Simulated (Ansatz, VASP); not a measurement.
## Pt in VASP and in Ansatz

```
Pt
1.0
     2.71415    0.00000    0.00000
    -1.35708    2.35052    0.00000
     0.00000    0.00000    4.65846
Pt
2
Cartesian
  0.0000 1.5670 1.1646
  1.3571 0.7835 3.4938
```

Alike in both runs: functional LDA; k mesh 16 × 16 × 9; occupations fermi-dirac, width 0.08 eV; no spin polarisation.

Ansatz relaxed the structure, and its values are those at the end. VASP's run is a single point on that final structure, the one shown.

|  | VASP | Ansatz |
| --- | --- | --- |
| version | VASP 6.6.1 | Ansatz 0.2.0 |
| potentials or method | VASP PAW LDA potentials, release 64 (Pt_sv_GW) | PAW with Ansatz's default frozen-core files, scalar-relativistic |
| plane-wave cutoff (eV) | 570 | 420 |
| valence electrons in the cell | 36 | 36 |

VASP gave:

- pressure (GPa): -0.4

Estimate Ansatz's values.

pressure (GPa): 0.0.

LDA's correlation is that of Perdew and Zunger in VASP and of Perdew and Wang (1992) in Ansatz.

Spin-orbit coupling is off throughout.
